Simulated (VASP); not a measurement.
Write the native input for VASP 6.6.1 that does the following.

| Quantity | Value |
| --- | --- |
| Task | single point |
| Functional | PBE |
| Potentials or basis | VASP PAW PBE potentials, release 64 (Si, C) |
| Cutoff | 520 eV |
| k mesh | 6 × 6 × 1 |
| Occupations | gaussian, width 0.1 eV |
| Spin | collinear spin, ferromagnetic start |
| Starting moments | [0.0, 0.0, 0.0, 0.0, 1.0, 1.0, 1.0, 1.0, 1.0, 1.0] μB |
| Dipole correction | no |
| Further INCAR settings | ALGO = Normal; EDIFF = 1e-07; NBANDS = 35 |

The structure of Si2C3 lies in POSCAR:

```
Si2C3
1.0
    2.6170719925      0.0000000000      0.0000000000
   -1.3085359963      2.2664508291      0.0000000000
    0.0000000000      0.0000000000     22.8676493775
Si C
4 6
Direct
    0.6666666667      0.3333333333      0.1954542480
    0.6666666667      0.3333333333      0.3045457520
    0.3333333333      0.6666666667      0.6954542480
    0.3333333333      0.6666666667      0.8045457520
    0.6666666667      0.3333333333      0.7500000000
    0.6666666667      0.3333333333      0.9999835494
    0.6666666667      0.3333333333      0.5000164506
    0.3333333333      0.6666666667      0.0000164506
    0.3333333333      0.6666666667      0.2500000000
    0.3333333333      0.6666666667      0.4999835494
```

The input as run:

INCAR

```
PREC = Accurate
ENCUT = 520
EDIFF = 1E-7
ISMEAR = 0
SIGMA = 0.1
LREAL = False
LASPH = True
NELM = 150
ALGO = Normal
ISIF = 2
LWAVE = False
LCHARG = True
ISPIN = 2
MAGMOM = 0 0 0 0 1 1 1 1 1 1
LORBIT = 11
GGA = PE
LELF = True
LVHAR = True
NBANDS = 35
```

KPOINTS

```
regular mesh
0
Gamma
  6 6 1
```

Potentials or basis: VASP PAW PBE potentials, release 64 (Si, C).

Command:

```sh
$ cat potpaw_PBE.64/Si/POTCAR potpaw_PBE.64/C/POTCAR > POTCAR
$ mpirun -np 1 vasp_std > vasp.out
```

Results of the run:

| Property | Result |
| --- | --- |
| Pressure | 0.2 GPa |
| Largest force | 0.014 eV/Å |
| Net moment | 0.10 μB per cell |
| Valence electrons inside the program's atomic spheres | Si 1.61; C 2.59, 2.45 |

Caveat: the k points lie up to 0.46 Å⁻¹ apart.

It took 78 s on 1 thread of Intel(R) Xeon(R) 6975P-C (Granite Rapids), on a shared host, peak memory 0.31 GiB.
